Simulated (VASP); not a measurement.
# Al2BP3 (P6/mmm) in VASP: relaxation of cell and atoms with PBE

Aim: the relaxation of cell and atoms of Al2BP3 with PBE.

Program: VASP 6.6.1. These are calculated values, not measurements. Logs are shortened: lines on timing, memory, paths and dates and some standing lists are left out, and cuts for length are marked.

## 1. The cell of the first run

It takes space group P6/mmm (No. 191, hexagonal). Conventional cell: a = 4.984 Å, b = 4.984 Å, c = 4.372 Å, α = 90.00°, β = 90.00°, γ = 120.00°. Within 3.5 Å of Al (site symmetry -6m2) lie 6 P at 2.62 Å and 3 Al at 2.88 Å. Within 3.3 Å of B (site symmetry 6/mmm) lie 6 P at 2.49 Å. Within 3.3 Å of P (site symmetry mmm) lie 4 P at 2.49 Å and 2 B at 2.49 Å and 4 Al at 2.62 Å.

## 2. Relaxation of cell and atoms, PBE

INCAR

```
ALGO = Normal ; EDIFF = 1E-6
EDIFFG = -0.01 ; ENCUT = 600
GGA = PE ; IBRION = 2
ISIF = 3 ; ISMEAR = 0
LASPH = True ; LCHARG = False
LREAL = False ; LWAVE = False
NELM = 80 ; NSW = 100
PREC = Accurate ; SIGMA = 0.1
```

KPOINTS

```
k-points
0
Gamma
  12 12 10
```

POSCAR

```
Al2BP3
1.0
    4.9836989804      0.0000000000      0.0000000000
   -2.4918494902      4.3160099218      0.0000000000
    0.0000000000      0.0000000000      4.3719903068
Al B P
2 1 3
Direct
    0.3333333333      0.6666666667      0.0000000000
    0.6666666667      0.3333333333      0.0000000000
    0.0000000000      0.0000000000      0.5000000000
    0.5000000000      0.0000000000      0.5000000000
    0.0000000000      0.5000000000      0.5000000000
    0.5000000000      0.5000000000      0.5000000000
```

Potentials or basis: VASP PAW PBE potentials, release 64 (Al, B, P).

Launch:

```bash
$ cat potpaw_PBE.64/Al/POTCAR potpaw_PBE.64/B/POTCAR potpaw_PBE.64/P/POTCAR > POTCAR
$ mpirun -np 1 vasp_std > vasp.out
```

OUTCAR:

```text
EDIFF = 1E-6
   EDIFFG = -0.01
   ENCUT = 600
   GGA = PE
   IBRION = 2
   ISIF = 3
   ISMEAR = 0
   LASPH = True
   LREAL = False
   NELM = 80
   NSW = 100
   PREC = Accurate

 ion  position               nearest neighbor table
   1  0.333  0.667  0.000-   4 2.62   4 2.62   5 2.62   5 2.62   6 2.62   6 2.62   2 2.88   2 2.88
                             2 2.88
   2  0.667  0.333  0.000-   4 2.62   4 2.62   5 2.62   5 2.62   6 2.62   6 2.62   1 2.88   1 2.88
                             1 2.88
   3  0.000  0.000  0.500-   5 2.49   6 2.49   5 2.49   6 2.49   4 2.49   4 2.49
   4  0.500  0.000  0.500-   5 2.49   6 2.49   6 2.49   5 2.49   3 2.49   3 2.49   2 2.62   2 2.62
                             1 2.62   1 2.62
   5  0.000  0.500  0.500-   3 2.49   4 2.49   3 2.49   4 2.49   6 2.49   6 2.49   2 2.62   2 2.62
                             1 2.62   1 2.62
   6  0.500  0.500  0.500-   3 2.49   4 2.49   4 2.49   3 2.49   5 2.49   5 2.49   2 2.62   2 2.62
                             1 2.62   1 2.62

  LATTYP: Found a hexagonal cell.
 ALAT       =     4.9836989804
 C/A-ratio  =     0.8772581017

  Lattice vectors:

 A1 = (   4.9836989804,   0.0000000000,   0.0000000000)
 A2 = (  -2.4918494902,   4.3160099218,   0.0000000000)
 A3 = (   0.0000000000,   0.0000000000,   4.3719903068)

Analysis of symmetry for initial positions (statically):
=====================================================================
 Subroutine PRICEL returns:
 Original cell was already a primitive cell.

 Routine SETGRP: Setting up the symmetry group for a
 hexagonal supercell.

 Subroutine GETGRP returns: Found 24 space group operations
 (whereof 24 operations were pure point group operations)
 out of a pool of 24 trial point group operations.

The static configuration has the point symmetry D_6h.

Analysis of symmetry for dynamics (positions and initial velocities):
=====================================================================
 Subroutine PRICEL returns:
 Original cell was already a primitive cell.

 Routine SETGRP: Setting up the symmetry group for a
 hexagonal supercell.

 Subroutine GETGRP returns: Found 24 space group operations
 (whereof 24 operations were pure point group operations)
 out of a pool of 24 trial point group operations.

The dynamic configuration has the point symmetry D_6h.

 Subroutine INISYM returns: Found 24 space group operations
 (whereof 24 operations are pure point group operations),
 and found     1 'primitive' translations

----------------------------------------------------------------------------------------

                                     Primitive cell

  volume of cell :      94.0402

  direct lattice vectors                    reciprocal lattice vectors
     4.983698980  0.000000000  0.000000000     0.200654174  0.115847741  0.000000000
    -2.491849490  4.316009922  0.000000000     0.000000000  0.231695482  0.000000000
     0.000000000  0.000000000  4.371990307     0.000000000  0.000000000  0.228728778

  length of vectors
     4.983698980  4.983698980  4.371990307     0.231695482  0.231695482  0.228728778

  position of ions in fractional coordinates (direct lattice)
     0.333333333  0.666666667  0.000000000
     0.666666667  0.333333333  0.000000000
     0.000000000  0.000000000  0.500000000
     0.500000000  0.000000000  0.500000000
     0.000000000  0.500000000  0.500000000
     0.500000000  0.500000000  0.500000000

  ion indices of the primitive-cell ions
   primitive index   ion index
                 1           1
                 2           2
                 3           3
                 4           4
                 5           5
                 6           6

----------------------------------------------------------------------------------------

 KPOINTS: k-points

Automatic generation of k-mesh.
 Grid dimensions read from file:
 generate k-points for:   12   12   10

 Generating k-lattice:

  Cartesian coordinates                     Fractional coordinates (reciprocal lattice)
     0.016721181  0.009653978  0.000000000     0.083333333 -0.000000000  0.000000000
     0.000000000  0.019307957  0.000000000     0.000000000  0.083333333  0.000000000
     0.000000000  0.000000000  0.022872878     0.000000000  0.000000000  0.100000000

  Length of vectors
     0.019307957  0.019307957  0.022872878

  Shift w.r.t. Gamma in fractional coordinates (k-lattice)
     0.000000000  0.000000000  0.000000000

 Subroutine IBZKPT returns following result:
 ===========================================

 Found    114 irreducible k-points:

 Following reciprocal coordinates:
            Coordinates               Weight
  0.000000  0.000000  0.000000      1.000000
  0.083333  0.000000  0.000000      6.000000
  0.166667  0.000000  0.000000      6.000000
  0.250000  0.000000  0.000000      6.000000
  0.333333  0.000000  0.000000      6.000000
  0.416667 -0.000000  0.000000      6.000000
[... 16 lines left out ...]
  0.250000  0.000000  0.100000     12.000000
  0.333333  0.000000  0.100000     12.000000
 [... further k-points ...]
   k-points           NKPTS =    114   k-points in BZ     NKDIM =    114   number of bands    NBANDS=     16
   number of dos      NEDOS =    301   number of ions     NIONS =      6
   total plane-waves  NPLWV =  57600
   dimension x,y,z NGX =    40 NGY =   40 NGZ =   36
   dimension x,y,z NGXF=    80 NGYF=   80 NGZF=   72
   ions per type =               2   1   3
   NGX,Y,Z   is equivalent  to a cutoff of  13.34, 13.34, 13.69 a.u.
   NGXF,Y,Z  is equivalent  to a cutoff of  26.69, 26.69, 27.38 a.u.
 SYSTEM =  unknown system
   PREC   = accura    normal or accurate (medium, high low for compatibility)
   ISTART =      0    job   : 0-new  1-cont  2-samecut
   ICHARG =      2    charge: 1-file 2-atom 10-const
   ISPIN  =      1    spin polarized calculation?
   LNONCOLLINEAR =      F non collinear calculations
   LSORBIT =      F    spin-orbit coupling
   LASPH  =      T    aspherical Exc in radial PAW
   ENCUT  =  600.0 eV  44.10 Ry    6.64 a.u.   9.95  9.95  8.73*2*pi/ulx,y,z
   NELM   =     80;   NELMIN=  2; NELMDL= -5     # of ELM steps
   EDIFF  = 0.1E-05   stopping-criterion for ELM
   LREAL  =      F    real-space projection
   EDIFFG = -.1E-01   stopping-criterion for IOM
   NSW    =    100    number of steps for IOM
   IBRION =      2    ionic relax: 0-MD 1-quasi-New 2-CG
   NFREE  =      1    steps in history (QN), initial steepest desc. (CG)
   ISIF   =      3    stress and relaxation
   ISYM   =      2    0-nonsym 1-usesym 2-fastsym
   POTIM  = 0.5000    time-step for ionic-motion
   TEBEG  =    0.0;   TEEND  =   0.0 temperature during run
   PSTRESS=    0.0 pullay stress
   NELECT =      24.0000    total number of electrons
   NUPDOWN=      -1.0000    fix difference up-down
   EMIN   =  10.00;   EMAX   =-10.00  energy-range for DOS
   EFERMI =   0.00;   METHOD = LEGACY
   ISMEAR =     0;   SIGMA  =   0.10  broadening in eV -4-tet -1-fermi 0-gaus
   EFERMI_NEDOS =   21; number of points for ismear=-14 and -15
   IALGO  =     38    algorithm
   IMIX   =      4    mixing-type and parameters
     AMIX     =   0.40;   BMIX     =  1.00
     AMIX_MAG =   1.60;   BMIX_MAG =  1.00
  volume/ion in A,a.u.               =      15.67       105.77
  Fermi-wavevector in a.u.,A,eV,Ry     =   1.038423  1.962334 14.671453  1.078321
  Thomas-Fermi vector in A             =   2.172906
   LORBIT       =      0    0 simple, 1 ext, 2 COOP (PROOUT), +10 PAW based schemes
   GGA     = PE    functional components
   LHFCALC =     F    Hartree Fock is set to
   AEXX    =    0.0000 exact exchange contribution
   IVDW    =     0    specifies the selected vdW correction
   LEPSILON=     F    determine dielectric tensor
   LRPA    =     F    only Hartree local field effects (RPA)
 conjugate gradient relaxation of ions
 non-spin polarized calculation
 Gauss-broadening in eV      SIGMA  =   0.10
  energy-cutoff  :      600.00
  volume of cell :       94.04
 maximum number of plane-waves:      3174
 NGX is ok and might be reduce to    40
   NGX = 19   NGY = 19   NGZ = 17

--------------------------------------- Ionic step        1  -------------------------------------------

 number of electron      24.0000004 magnetization

 Free energy of the ion-electron system (eV)
  ---------------------------------------------------
  ext. energy  EPLUGINS =         0.00000000
  ---------------------------------------------------
  free energy    TOTEN  =       -25.43213690 eV

  energy without entropy =      -25.41597602  energy(sigma->0) =      -25.42405646

------------------------ aborting loop because EDIFF is reached ----------------------------------------

  FORCE on cell =-STRESS in cart. coord.  units (eV):
  Direction    XX          YY          ZZ          XY          YZ          ZX
  --------------------------------------------------------------------------------------
  -------------------------------------------------------------------------------------
  Total       -0.3840606     -0.3840606      0.7096155     -0.0000000      0.0000000      0.0000000
  in kB       -6.5433008     -6.5433008     12.0898317     -0.0000000      0.0000000      0.0000000
  external PRESSURE =      -0.3322566 kB  Pullay stress =       0.0000000 kB
[... 305 lines left out ...]
  energy  without entropy=      -25.4385855019  energy(sigma->0) =      -25.44554134

--------------------------------------- Ionic step        9  -------------------------------------------

 number of electron      24.0000000 magnetization

 Free energy of the ion-electron system (eV)
  ---------------------------------------------------
  ext. energy  EPLUGINS =         0.00000000
  ---------------------------------------------------
  free energy    TOTEN  =       -25.45253937 eV

  energy without entropy =      -25.43866802  energy(sigma->0) =      -25.44560370

 E-fermi :   7.6397     XC(G=0): -10.3240

 val. band max:        7.6099855605   @ k =   0.4167   0.1667   0.5000
 cond. band min:       7.6401323119   @ k =   0.3333   0.0000   0.2000
 fundamental gap:      0.0301467514
 Fermi energy:         7.6396828179

 k-point     1 :       0.0000    0.0000    0.0000
  band No.  band energies     occupation
      1      -8.0718      2.00000
      2      -1.3474      2.00000
      3      -1.3474      2.00000
      4      -1.3323      2.00000
      5       0.7659      2.00000
      6       1.0019      2.00000
[... 8 lines left out ...]
     15       9.3976      0.00000
     16      10.0125      0.00000
[... 420 lines left out ...]
  band No.  band energies     occupation
      1      -7.3115      2.00000
      2      -4.7014      2.00000
      3      -2.1261      2.00000
      4      -0.6378      2.00000
      5       0.8973      2.00000
      6       3.0183      2.00000
[... 8 lines left out ...]
     15       7.9618      0.00001
     16       9.0509      0.00000

 [... further k-points ...]

------------------------ aborting loop because EDIFF is reached ----------------------------------------

  FORCE on cell =-STRESS in cart. coord.  units (eV):
  Direction    XX          YY          ZZ          XY          YZ          ZX
  --------------------------------------------------------------------------------------
  -------------------------------------------------------------------------------------
  Total        0.0221807      0.0221807     -0.0296272     -0.0000000     -0.0000000     -0.0000000
  in kB        0.3779158      0.3779158     -0.5047902     -0.0000000     -0.0000000     -0.0000000
  external PRESSURE =       0.0836805 kB  Pullay stress =       0.0000000 kB
[... 21 lines left out ...]
  FREE ENERGIE OF THE ION-ELECTRON SYSTEM (eV)
  ---------------------------------------------------
  free  energy   TOTEN  =       -25.4525393730 eV

  energy  without entropy=      -25.4386680239  energy(sigma->0) =      -25.44560370

 reached required accuracy - stopping structural energy minimisation
```

It took 9.6 min on 1 thread of Intel Xeon Platinum 8488C (Sapphire Rapids), shared host; peak memory 0.38 GiB.

What came out:

```
Free energy               : -25.4525 eV
Energy gained by relaxing : 3.4 meV/atom
Ionic steps               : 9
Pressure after relaxing   : 0.0 GPa
Band gap on the k mesh    : zero (band 12 reaches 8.76 eV, above the bottom of band 13 at 5.97 eV)
```

Stress tensor (GPa, compression positive):
```
 0.04  0.00  0.00
 0.00  0.04  0.00
 0.00  0.00 -0.05
```

The path:
```
step  energy change (eV)  largest force (eV/Å)  pressure (GPa)  volume (Å³)
   1              0.0000                0.0000           -0.03        94.04
   2             -0.0069                0.0000           -0.01        93.99
   3             -0.0194                0.0000            0.10        93.86
   4             -0.0027                0.0000            0.53        93.50
   5             -0.0196                0.0000            0.21        93.77
   6             -0.0203                0.0000            0.16        93.81
   7             -0.0203                0.0000            0.17        93.81
   8             -0.0204                0.0000           -0.08        94.17
   9             -0.0204                0.0000            0.01        94.04
```

Final structure:
```
CELL_PARAMETERS angstrom
4.92110 0.00000 0.00000
-2.46055 4.26179 0.00000
0.00000 0.00000 4.48370
ATOMIC_POSITIONS crystal
Al 0.33333 0.66667 0.00000
Al 0.66667 0.33333 0.00000
B 0.00000 0.00000 0.50000
P 0.50000 0.00000 0.50000
P 0.00000 0.50000 0.50000
P 0.50000 0.50000 0.50000
```
